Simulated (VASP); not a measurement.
# CdS (F-43m) in VASP: single point with r2SCAN

Aim: the single point of CdS with r2SCAN.

Program: VASP 6.6.1. These are calculated values, not measurements. Logs are shortened: lines on timing, memory, paths and dates and some standing lists are left out, and cuts for length are marked.

**1. The cell of the first run**

The structure is cubic, space group F-43m (No. 216). Conventional cell: a = 5.698 Å, b = 5.698 Å, c = 5.698 Å, α = 90.00°, β = 90.00°, γ = 90.00°. Within 3.3 Å of Cd (site symmetry -43m) lie 4 S at 2.47 Å. Within 3.3 Å of S (site symmetry -43m) lie 4 Cd at 2.47 Å.

**2. Single point, r2SCAN**

Input file POSCAR:

```
CdS
1.0
    0.0000000000      2.8489791295      2.8489791295
    2.8489791295      0.0000000000      2.8489791295
    2.8489791295      2.8489791295      0.0000000000
Cd S
1 1
Direct
    0.0000000000      0.0000000000      0.0000000000
    0.7500000000      0.7500000000      0.7500000000
```

Input file INCAR.step1:

```
SYSTEM = CdS
  ALGO = Normal
  EDIFF = 1E-5
  ENCUT = 700
  GGA = PE
  GGA_COMPAT = .False.
  ISMEAR = 0
  LASPH = .True.
  LCHARG = .False.
  LREAL = .False.
  LWAVE = .True.
  NBANDS = 20
  NELM = 120
  PREC = Accurate
  SIGMA = 0.01
```

Input file INCAR.step2:

```
SYSTEM = CdS
  ALGO = Normal
  EDIFF = 1E-6
  ENCUT = 700
  GGA_COMPAT = .False.
  ISIF = 2
  ISMEAR = 0
  ISTART = 1
  LASPH = .True.
  LCHARG = .False.
  LMIXTAU = .True.
  LREAL = .False.
  LWAVE = .False.
  METAGGA = R2SCAN
  NBANDS = 20
  NELM = 120
  PREC = Accurate
  SIGMA = 0.01
```

Input file KPOINTS:

```
k-points
0
Gamma
  6 6 6
  0 0 0
```

Potentials or basis: VASP PAW PBE potentials, release 64 (Cd_sv_GW, S).

Command:

```console
$ cat potpaw_PBE.64/Cd_sv_GW/POTCAR potpaw_PBE.64/S/POTCAR > POTCAR
$ cp INCAR.step1 INCAR
$ mpirun -np 1 vasp_std > vasp.out
$ cp INCAR.step2 INCAR
$ mpirun -np 1 vasp_std > vasp.out
```

OUTCAR:

```text
SYSTEM = CdS
   EDIFF = 1E-6
   ENCUT = 700
   ISIF = 2
   ISMEAR = 0
   ISTART = 1
   LASPH = .True.
   LREAL = .False.
   METAGGA = R2SCAN
   NELM = 120
   PREC = Accurate

 ion  position               nearest neighbor table
   1  0.000  0.000  0.000-   2 2.47   2 2.47   2 2.47   2 2.47
   2  0.750  0.750  0.750-   1 2.47   1 2.47   1 2.47   1 2.47

  LATTYP: Found a face centered cubic cell.
 ALAT       =     5.6979582590

  Lattice vectors:

 A1 = (   0.0000000000,   2.8489791295,   2.8489791295)
 A2 = (   2.8489791295,   0.0000000000,   2.8489791295)
 A3 = (   2.8489791295,   2.8489791295,   0.0000000000)

Analysis of symmetry for initial positions (statically):
=====================================================================
 Subroutine PRICEL returns:
 Original cell was already a primitive cell.

 Routine SETGRP: Setting up the symmetry group for a
 face centered cubic supercell.

 Subroutine GETGRP returns: Found 24 space group operations
 (whereof 24 operations were pure point group operations)
 out of a pool of 48 trial point group operations.

The static configuration has the point symmetry T_d .

Analysis of symmetry for dynamics (positions and initial velocities):
=====================================================================
 Subroutine PRICEL returns:
 Original cell was already a primitive cell.

 Routine SETGRP: Setting up the symmetry group for a
 face centered cubic supercell.

 Subroutine GETGRP returns: Found 24 space group operations
 (whereof 24 operations were pure point group operations)
 out of a pool of 48 trial point group operations.

The dynamic configuration has the point symmetry T_d .

 Subroutine INISYM returns: Found 24 space group operations
 (whereof 24 operations are pure point group operations),
 and found     1 'primitive' translations

----------------------------------------------------------------------------------------

                                     Primitive cell

  volume of cell :      46.2485

  direct lattice vectors                    reciprocal lattice vectors
     0.000000000  2.848979129  2.848979129    -0.175501461  0.175501461  0.175501461
     2.848979129  0.000000000  2.848979129     0.175501461 -0.175501461  0.175501461
     2.848979129  2.848979129  0.000000000     0.175501461  0.175501461 -0.175501461

  length of vectors
     4.029064924  4.029064924  4.029064924     0.303977448  0.303977448  0.303977448

  position of ions in fractional coordinates (direct lattice)
[... 67 lines left out ...]
   LASPH  =      T    aspherical Exc in radial PAW
   ENCUT  =  700.0 eV  51.45 Ry    7.17 a.u.   8.69  8.69  8.69*2*pi/ulx,y,z
   NELM   =    120;   NELMIN=  2; NELMDL=  0     # of ELM steps
   EDIFF  = 0.1E-05   stopping-criterion for ELM
   LREAL  =      F    real-space projection
   EDIFFG = 0.1E-04   stopping-criterion for IOM
   NSW    =      0    number of steps for IOM
   IBRION =     -1    ionic relax: 0-MD 1-quasi-New 2-CG
   NFREE  =      0    steps in history (QN), initial steepest desc. (CG)
   ISIF   =      2    stress and relaxation
   ISYM   =      2    0-nonsym 1-usesym 2-fastsym
   POTIM  = 0.5000    time-step for ionic-motion
   TEBEG  =    0.0;   TEEND  =   0.0 temperature during run
   PSTRESS=    0.0 pullay stress
   NELECT =      26.0000    total number of electrons
   NUPDOWN=      -1.0000    fix difference up-down
   EMIN   =  10.00;   EMAX   =-10.00  energy-range for DOS
   EFERMI =   0.00;   METHOD = LEGACY
   ISMEAR =     0;   SIGMA  =   0.01  broadening in eV -4-tet -1-fermi 0-gaus
   EFERMI_NEDOS =   21; number of points for ismear=-14 and -15
   IALGO  =     38    algorithm
   IMIX   =      4    mixing-type and parameters
     AMIX     =   0.40;   BMIX     =  1.00
     AMIX_MAG =   1.60;   BMIX_MAG =  1.00
  volume/ion in A,a.u.               =      23.12       156.05
  Fermi-wavevector in a.u.,A,eV,Ry     =   1.351139  2.553282 24.838476  1.825576
  Thomas-Fermi vector in A             =   2.478585
   LORBIT       =      0    0 simple, 1 ext, 2 COOP (PROOUT), +10 PAW based schemes
   METAGGA = R2SCAN    functional components
   LHFCALC =     F    Hartree Fock is set to
   AEXX    =    0.0000 exact exchange contribution
   IVDW    =     0    specifies the selected vdW correction
   LEPSILON=     F    determine dielectric tensor
   LRPA    =     F    only Hartree local field effects (RPA)
 non-spin polarized calculation
 Gauss-broadening in eV      SIGMA  =   0.01
  energy-cutoff  :      700.00
  volume of cell :       46.25
 maximum number of plane-waves:      1964
   NGX = 17   NGY = 17   NGZ = 17

 number of electron      25.9999994 magnetization

 Free energy of the ion-electron system (eV)
  ---------------------------------------------------
  ext. energy  EPLUGINS =         0.00000000
  ---------------------------------------------------
  free energy    TOTEN  =       -29.66011188 eV

  energy without entropy =      -29.66011188  energy(sigma->0) =      -29.66011188

 E-fermi :   3.6962     XC(G=0): -10.2156

 val. band max:        3.3311085784   @ k =   0.0000   0.0000   0.0000
 cond. band min:       5.0811785049   @ k =   0.0000   0.0000   0.0000
 fundamental gap:      1.7500699265
 Fermi energy:         3.6961606993

 k-point     1 :       0.0000    0.0000    0.0000
  band No.  band energies     occupation
      1    -100.9358      2.00000
      2     -61.0961      2.00000
      3     -61.0961      2.00000
      4     -61.0961      2.00000
      5     -10.0036      2.00000
      6      -4.9556      2.00000
[... 357 lines left out ...]
     19      17.3451      0.00000
     20      17.4501      0.00000

------------------------ aborting loop because EDIFF is reached ----------------------------------------

  FORCE on cell =-STRESS in cart. coord.  units (eV):
  Direction    XX          YY          ZZ          XY          YZ          ZX
  --------------------------------------------------------------------------------------
  -------------------------------------------------------------------------------------
  Total        1.9699670      1.9699670      1.9699670      0.0000000      0.0000000      0.0000000
  in kB       68.2451397     68.2451397     68.2451397      0.0000000      0.0000000      0.0000000
  external PRESSURE =      68.2451397 kB  Pullay stress =       0.0000000 kB

 VOLUME and BASIS-vectors are now :
 -----------------------------------------------------------------------------
  energy-cutoff  :      700.00
  volume of cell :       46.25
      direct lattice vectors                 reciprocal lattice vectors
     0.000000000  2.848979129  2.848979129    -0.175501461  0.175501461  0.175501461
     2.848979129  0.000000000  2.848979129     0.175501461 -0.175501461  0.175501461
     2.848979129  2.848979129  0.000000000     0.175501461  0.175501461 -0.175501461

 POSITION                                       TOTAL-FORCE (eV/Angst)
 -----------------------------------------------------------------------------------
      0.00000      0.00000      0.00000        -0.000000     -0.000000     -0.000000
      4.27347      4.27347      4.27347         0.000000      0.000000      0.000000
 -----------------------------------------------------------------------------------
    total drift:                                0.000000      0.000000      0.000000

  FREE ENERGIE OF THE ION-ELECTRON SYSTEM (eV)
  ---------------------------------------------------
  free  energy   TOTEN  =       -29.6601118802 eV

  energy  without entropy=      -29.6601118802  energy(sigma->0) =      -29.66011188
```

OUTCAR.step1:

```text
SYSTEM = CdS
   EDIFF = 1E-5
   ENCUT = 700
   GGA = PE
   ISMEAR = 0
   LASPH = .True.
   LREAL = .False.
[... 577 lines left out ...]
      0.00000      0.00000      0.00000        -0.000000     -0.000000     -0.000000
      4.27347      4.27347      4.27347         0.000000      0.000000      0.000000
 -----------------------------------------------------------------------------------
    total drift:                                0.000000      0.000000      0.000000

  FREE ENERGIE OF THE ION-ELECTRON SYSTEM (eV)
  ---------------------------------------------------
  free  energy   TOTEN  =        -6.0860850355 eV

  energy  without entropy=       -6.0860850355  energy(sigma->0) =       -6.08608504
```

Run time: 78 s. Hardware: 1 thread of AMD EPYC 9R45 (Zen 5), shared host; peak memory 0.2 GiB.

What came out:

| Quantity | Value |
| --- | --- |
| Free energy | -29.6601 eV |
| Pressure | 6.8 GPa |
| Band gap on the k mesh | 1.75 eV |

Caveat: the cell stands under pressure; the PAW data sets were made with another functional, which shifts forces and pressure a little.
